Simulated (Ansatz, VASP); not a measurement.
One calculation of Mg2C, two programs

The input INCAR:

```
  PREC = Accurate
  ENCUT = 520
  EDIFF = 1E-6
  ISMEAR = 0
  SIGMA = 0.1
  LREAL = False
  LASPH = True
  NELM = 60
  ALGO = Normal
  ISIF = 2
  LWAVE = False
  LCHARG = True
  GGA = PE
  LELF = True
  LVHAR = True
  NBANDS = 11
```

KPOINTS

```
Automatic mesh
0
Gamma
  6 6 4
```

Contents of POSCAR:

```
Mg2C
1.0
    3.2456201300      0.0000000000      0.0000000000
    0.0000000000      3.2456201300      0.0000000000
    0.0000000000      0.0000000000      4.5900000000
Mg C
2 1
Direct
    0.0000000000      0.0000000000      0.0000000000
    0.5000000000      0.5000000000      0.5000000000
    0.0000000000      0.0000000000      0.5000000000
```

Input for Ansatz:

```yaml
crystal:
  lattice:
    - [3.24562013, 0.0, 0.0]
    - [0.0, 3.24562013, 0.0]
    - [0.0, 0.0, 4.59]
  atoms:
    - { symbol: Mg, position: [0.0, 0.0, 0.0] }
    - { symbol: Mg, position: [0.5, 0.5, 0.5] }
    - { symbol: C, position: [0.0, 0.0, 0.5] }
basis:
  ecutwfc: 420
kpoints:
  mp_grid: { grid: [6, 6, 4] }
hamiltonian:
  xc: pbe
scf:
  occupations: { method: gaussian, width: 0.1 }
  lower_state_search: "off"
output:
  forces: true
  stress: true
  eigenvalues: true
```

Change from the starting cell: ordered vacancies on the anion sites of rock salt (P4/mmm, No. 123).

Alike in both runs: task single point; functional PBE; k mesh 6 × 6 × 4; occupations gaussian, width 0.1 eV; no spin polarisation.

|  | VASP | Ansatz |
| --- | --- | --- |
| version | VASP 6.6.1 | Ansatz 0.2.0 |
| potentials or method | VASP PAW PBE potentials, release 64 (Mg, C), cutoff 520 eV | scalar-relativistic, plane waves, PAW |
| valence electrons in the cell | 8 | 24 |

Ansatz gave:

```
gap on the k mesh at the Fermi level (eV)                     : none
pressure (GPa)                                                : -2.4
traceless stress, the component that is largest in VASP (GPa) : -6.24
```

Problem. Which values does VASP return?

Solution. gap on the k mesh at the Fermi level (eV): none; pressure (GPa): -2.6; traceless stress, the component that is largest in VASP (GPa): -6.22.

A gap of «none» marks a metal or a gap that the smearing closes. VASP's potentials hold 8 valence electrons a cell and Ansatz's 24, so a difference there can come from the potentials and not from the codes.
